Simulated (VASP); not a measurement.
Runs of VASP 6.6.1 on As. The structure is that of space group Pm-3m (No. 221), or close to it. The cells are those of the table. 

```tsv
cell	k mesh	gap on the mesh (eV)	pressure (GPa)
a = 4.696, b = 4.696, c = 4.811 Å, 1 atom	10 × 10 × 10	none	(a)
a = 2.596 Å, 1 atom	8 × 8 × 8	none	12.7
a = 2.704 Å, 1 atom	8 × 8 × 8	none	-0.1
a = 2.689 Å, 1 atom	16 × 16 × 16	none	0.3
```

Alike in all rows: task single point; level PBEsol; potentials or basis VASP PAW PBE potentials, release 64 (As); no spin polarisation; cutoff (eV) 520; smearing gaussian 0.1 eV.

Q: Estimate the missing entries.

A: (a) -2.4.

Caveats: the PAW data sets were made with another functional, which shifts forces and pressure a little.

A k mesh can miss the band edges, and the runs leave out spin-orbit coupling on As.

A gap of «none» marks levels without a gap at the run's occupations.
